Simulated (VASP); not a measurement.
# Si in VASP: single point with PBE+D3(BJ)

Aim: the single point of Si with PBE+D3(BJ).

Everything below comes from runs of VASP 6.6.1. Logs are shortened: lines on timing, memory, paths and dates and some standing lists are left out, and cuts for length are marked.

## 1. The cell of the first run

The cell holds a slab with vacuum, 4 atoms: a = 3.833 Å, b = 3.833 Å, c = 20.908 Å, α = 90.00°, β = 90.00°, γ = 120.00°.

## 2. Single point, PBE+D3(BJ)

Input file INCAR:

```
ALGO = Normal
DIPOL = 0.5 0.5 0.286
EDIFF = 1E-6
ENCUT = 400
GGA = PE
GGA_COMPAT = F
IDIPOL = 3
ISIF = 2
ISMEAR = 0
IVDW = 12
LASPH = T
LCHARG = F
LDIPOL = T
LREAL = F
LWAVE = F
NBANDS = 16
NELM = 120
NELMDL = -8
PREC = Accurate
SIGMA = 0.05
```

Input file KPOINTS:

```
k-points
0
Gamma
  9 9 1
```

Input file POSCAR:

```
Si
1.0
    3.8333442755      0.0000000000      0.0000000000
   -1.9166721377      3.3197735240      0.0000000000
    0.0000000000      0.0000000000     20.9083831947
Si
4
Direct
    0.3333333333      0.6666666667      0.1913108232
    0.0000000000      0.0000000000      0.2287349567
    0.0000000000      0.0000000000      0.3468742304
    0.6666666667      0.3333333333      0.3782398247
```

Potentials or basis: VASP PAW PBE potentials, release 64 (Si).

Command:

```console
$ cat potpaw_PBE.64/Si/POTCAR > POTCAR
$ mpirun -np 1 vasp_std > vasp.out
```

OUTCAR:

```text
EDIFF = 1E-6
   ENCUT = 400
   GGA = PE
   ISIF = 2
   ISMEAR = 0
   IVDW = 12
   LASPH = T
   LREAL = F
   NELM = 120
   NELMDL = -8
   PREC = Accurate
 IVDW          = 12

 ion  position               nearest neighbor table
   1  0.333  0.667  0.191-   2 2.35   2 2.35   2 2.35
   2  0.000  0.000  0.229-   1 2.35   1 2.35   1 2.35   3 2.47
   3  0.000  0.000  0.347-   4 2.31   4 2.31   4 2.31   2 2.47
   4  0.667  0.333  0.378-   3 2.31   3 2.31   3 2.31

  LATTYP: Found a hexagonal cell.
 ALAT       =     3.8333442755
 C/A-ratio  =     5.4543452641

  Lattice vectors:

 A1 = (   3.8333442755,   0.0000000000,   0.0000000000)
 A2 = (  -1.9166721377,   3.3197735240,   0.0000000000)
 A3 = (   0.0000000000,   0.0000000000,  20.9083831947)

Analysis of symmetry for initial positions (statically):
=====================================================================
 Subroutine PRICEL returns:
 Original cell was already a primitive cell.

 Routine SETGRP: Setting up the symmetry group for a
 hexagonal supercell.

 Subroutine GETGRP returns: Found  6 space group operations
 (whereof  6 operations were pure point group operations)
 out of a pool of 24 trial point group operations.

The static configuration has the point symmetry C_3v.

Analysis of symmetry for dynamics (positions and initial velocities):
=====================================================================
 Subroutine PRICEL returns:
 Original cell was already a primitive cell.

 Routine SETGRP: Setting up the symmetry group for a
 hexagonal supercell.

 Subroutine GETGRP returns: Found  6 space group operations
 (whereof  6 operations were pure point group operations)
 out of a pool of 24 trial point group operations.

The dynamic configuration has the point symmetry C_3v.

 Subroutine INISYM returns: Found  6 space group operations
 (whereof  6 operations are pure point group operations),
 and found     1 'primitive' translations

----------------------------------------------------------------------------------------

                                     Primitive cell

  volume of cell :     266.0766

  direct lattice vectors                    reciprocal lattice vectors
     3.833344276  0.000000000  0.000000000     0.260868821  0.150612684  0.000000000
    -1.916672138  3.319773524  0.000000000     0.000000000  0.301225368  0.000000000
     0.000000000  0.000000000 20.908383195     0.000000000  0.000000000  0.047827706

  length of vectors
     3.833344276  3.833344275 20.908383195     0.301225368  0.301225368  0.047827706

  position of ions in fractional coordinates (direct lattice)
     0.333333333  0.666666667  0.191310823
     0.000000000  0.000000000  0.228734957
     0.000000000  0.000000000  0.346874230
     0.666666667  0.333333333  0.378239825

  ion indices of the primitive-cell ions
   primitive index   ion index
                 1           1
                 2           2
                 3           3
                 4           4

----------------------------------------------------------------------------------------

 KPOINTS: k-points

Automatic generation of k-mesh.
 Grid dimensions read from file:
 generate k-points for:    9    9    1

 Generating k-lattice:

  Cartesian coordinates                     Fractional coordinates (reciprocal lattice)
     0.028985425  0.016734743  0.000000000     0.111111111  0.000000000  0.000000000
     0.000000000  0.033469485  0.000000000     0.000000000  0.111111111  0.000000000
     0.000000000  0.000000000  0.047827706     0.000000000  0.000000000  1.000000000

  Length of vectors
     0.033469485  0.033469485  0.047827706

  Shift w.r.t. Gamma in fractional coordinates (k-lattice)
     0.000000000  0.000000000  0.000000000

 Subroutine IBZKPT returns following result:
 ===========================================

 Found     12 irreducible k-points:

 Following reciprocal coordinates:
            Coordinates               Weight
  0.000000  0.000000  0.000000      1.000000
  0.111111 -0.000000  0.000000      6.000000
  0.222222  0.000000  0.000000      6.000000
  0.333333 -0.000000  0.000000      6.000000
  0.444444  0.000000  0.000000      6.000000
  0.111111  0.111111  0.000000      6.000000
  0.222222  0.111111  0.000000     12.000000
  0.333333  0.111111  0.000000     12.000000
  0.444444  0.111111  0.000000      6.000000
  0.222222  0.222222  0.000000      6.000000
  0.333333  0.222222  0.000000     12.000000
  0.333333  0.333333  0.000000      2.000000
   k-points           NKPTS =     12   k-points in BZ     NKDIM =     12   number of bands    NBANDS=     16
   number of dos      NEDOS =    301   number of ions     NIONS =      4
   total plane-waves  NPLWV = 109760
   dimension x,y,z NGX =    28 NGY =   28 NGZ =  140
   dimension x,y,z NGXF=    56 NGYF=   56 NGZF=  280
   ions per type =               4
   NGX,Y,Z   is equivalent  to a cutoff of  12.14, 12.14, 11.13 a.u.
   NGXF,Y,Z  is equivalent  to a cutoff of  24.29, 24.29, 22.26 a.u.
 SYSTEM =  unknown system
   PREC   = accura    normal or accurate (medium, high low for compatibility)
   ISTART =      0    job   : 0-new  1-cont  2-samecut
   ICHARG =      2    charge: 1-file 2-atom 10-const
   ISPIN  =      1    spin polarized calculation?
   LNONCOLLINEAR =      F non collinear calculations
   LSORBIT =      F    spin-orbit coupling
   LASPH  =      T    aspherical Exc in radial PAW
   ENCUT  =  400.0 eV  29.40 Ry    5.42 a.u.   6.25  6.25 34.10*2*pi/ulx,y,z
   NELM   =    120;   NELMIN=  2; NELMDL= -8     # of ELM steps
   EDIFF  = 0.1E-05   stopping-criterion for ELM
   LREAL  =      F    real-space projection
   EDIFFG = 0.1E-04   stopping-criterion for IOM
   NSW    =      0    number of steps for IOM
   IBRION =     -1    ionic relax: 0-MD 1-quasi-New 2-CG
   NFREE  =      0    steps in history (QN), initial steepest desc. (CG)
   ISIF   =      2    stress and relaxation
   ISYM   =      2    0-nonsym 1-usesym 2-fastsym
   POTIM  = 0.5000    time-step for ionic-motion
   TEBEG  =    0.0;   TEEND  =   0.0 temperature during run
   PSTRESS=    0.0 pullay stress
   NELECT =      16.0000    total number of electrons
   NUPDOWN=      -1.0000    fix difference up-down
   EMIN   =  10.00;   EMAX   =-10.00  energy-range for DOS
   EFERMI =   0.00;   METHOD = LEGACY
   ISMEAR =     0;   SIGMA  =   0.05  broadening in eV -4-tet -1-fermi 0-gaus
   EFERMI_NEDOS =   21; number of points for ismear=-14 and -15
   IALGO  =     38    algorithm
   IMIX   =      4    mixing-type and parameters
     AMIX     =   0.40;   BMIX     =  1.00
     AMIX_MAG =   1.60;   BMIX_MAG =  1.00
  volume/ion in A,a.u.               =      66.52       448.89
  Fermi-wavevector in a.u.,A,eV,Ry     =   0.641376  1.212025  5.596933  0.411363
  Thomas-Fermi vector in A             =   1.707695
   LORBIT       =      0    0 simple, 1 ext, 2 COOP (PROOUT), +10 PAW based schemes
   GGA     = PE    functional components
   LHFCALC =     F    Hartree Fock is set to
   AEXX    =    0.0000 exact exchange contribution
   IVDW    =    12    specifies the selected vdW correction
   LEPSILON=     F    determine dielectric tensor
   LRPA    =     F    only Hartree local field effects (RPA)
 non-spin polarized calculation
 Gauss-broadening in eV      SIGMA  =   0.05
  energy-cutoff  :      400.00
  volume of cell :      266.08
 maximum number of plane-waves:      4881
 NGX is ok and might be reduce to    28
   NGX = 13   NGY = 13   NGZ = 69

 dipolmoment           0.000000      0.000000      0.110508 electrons x Angstroem

 number of electron      15.9999999 magnetization

 dipolmoment           0.000000      0.000000     -0.008729 electrons x Angstroem

 Free energy of the ion-electron system (eV)
  ---------------------------------------------------
  ext. energy  EPLUGINS =         0.00000000
  ---------------------------------------------------
  free energy    TOTEN  =       -19.62888549 eV

  energy without entropy =      -19.62670223  energy(sigma->0) =      -19.62779386

 E-fermi :  -1.7004     XC(G=0):  -3.5644

 val. band max:       -1.7027334233   @ k =   0.3333   0.3333   0.0000
 cond. band min:      -1.3345640860   @ k =   0.2222   0.2222   0.0000
 fundamental gap:      0.3681693372
 Fermi energy:        -1.7004013595

 k-point     1 :       0.0000    0.0000    0.0000
  band No.  band energies     occupation
      1     -12.9607      2.00000
      2     -11.7946      2.00000
      3      -6.6454      2.00000
      4      -3.1113      2.00000
      5      -2.5226      2.00000
      6      -2.5226      2.00000
[... 8 lines left out ...]
     15       2.0276      0.00000
     16       2.7538      0.00000

 k-point     2 :       0.1111   -0.0000    0.0000
  band No.  band energies     occupation
      1     -12.8159      2.00000
      2     -11.6492      2.00000
      3      -6.5792      2.00000
      4      -3.5546      2.00000
      5      -3.1531      2.00000
      6      -2.8081      2.00000
[... 8 lines left out ...]
     15       2.6132      0.00000
     16       2.9297      0.00000

 k-point     3 :       0.2222    0.0000    0.0000
  band No.  band energies     occupation
      1     -12.3884      2.00000
      2     -11.2199      2.00000
      3      -6.6057      2.00000
      4      -5.0357      2.00000
      5      -4.4813      2.00000
      6      -3.3375      2.00000
[... 8 lines left out ...]
     15       3.5070      0.00000
     16       3.9050      0.00000
[... 134 lines left out ...]
 k-point    11 :       0.3333    0.2222    0.0000
  band No.  band energies     occupation
      1     -10.5454      2.00000
      2      -9.4279      2.00000
      3      -8.6362      2.00000
      4      -7.8702      2.00000
      5      -5.4354      2.00000
      6      -4.9390      2.00000
[... 8 lines left out ...]
     15       4.4912      0.00000
     16       4.8847      0.00000

 k-point    12 :       0.3333    0.3333    0.0000
  band No.  band energies     occupation
      1     -10.0948      2.00000
      2      -9.1481      2.00000
      3      -8.7906      2.00000
      4      -8.3208      2.00000
      5      -5.7958      2.00000
      6      -5.4158      2.00000
[... 8 lines left out ...]
     15       4.8155      0.00000
     16       5.4699      0.00000

------------------------ aborting loop because EDIFF is reached ----------------------------------------

 vacuum level on the upper side and lower side of the slab       (xc-potential included)        -0.191        -0.067

 Edisp (eV)   -1.00791

 E8    (eV) :    -0.4384

  FORCE on cell =-STRESS in cart. coord.  units (eV):
  Direction    XX          YY          ZZ          XY          YZ          ZX
  --------------------------------------------------------------------------------------
  -------------------------------------------------------------------------------------
  Total      -0.61593    -0.61593    -0.47976    -0.00000     0.00000     0.00000
  in kB      -3.70880    -3.70880    -2.88887    -0.00000     0.00000     0.00000
  external pressure =       -3.44 kB  Pullay stress =        0.00 kB

 VOLUME and BASIS-vectors are now :
 -----------------------------------------------------------------------------
  energy-cutoff  :      400.00
  volume of cell :      266.08
      direct lattice vectors                 reciprocal lattice vectors
     3.833344276  0.000000000  0.000000000     0.260868821  0.150612684  0.000000000
    -1.916672138  3.319773524  0.000000000     0.000000000  0.301225368  0.000000000
     0.000000000  0.000000000 20.908383195     0.000000000  0.000000000  0.047827706

 POSITION                                       TOTAL-FORCE (eV/Angst)
 -----------------------------------------------------------------------------------
     -0.00000      2.21318      4.00000         0.000000      0.000000      0.580514
      0.00000      0.00000      4.78248        -0.000000      0.000000     -0.578447
      0.00000      0.00000      7.25258        -0.000000     -0.000000      0.004840
      1.91667      1.10659      7.90838         0.000000     -0.000000     -0.006907
 -----------------------------------------------------------------------------------
    total drift:                               -0.000000      0.000000      0.000096

  FREE ENERGIE OF THE ION-ELECTRON SYSTEM (eV)
  ---------------------------------------------------
  free  energy   TOTEN  =       -20.6367979226 eV

  energy  without entropy=      -20.6346146702  energy(sigma->0) =      -20.63570630

 vacuum level on the upper side and lower side of the slab         3.021         3.148
```

Wall time 1.7 min (1 thread of Intel Xeon 8259CL, shared host); peak memory 0.32 GiB.

Results:

```yaml
Free_energy: -20.6368 eV
Largest_force: 0.581 eV/Å
Band_gap_on_the_k_mesh: 0.04 eV (least direct gap 0.04 eV)
Dispersion_energy_per_atom: -0.252 eV
```

Forces on the atoms (eV/Å):
```
Si   0.000  0.000  0.581
Si   0.000  0.000 -0.578
Si   0.000  0.000  0.005
Si   0.000  0.000 -0.007
```

Caveat: the smearing spreads over this small gap.

The gap in the log of VASP goes by the Fermi energy; the results here count the filled bands.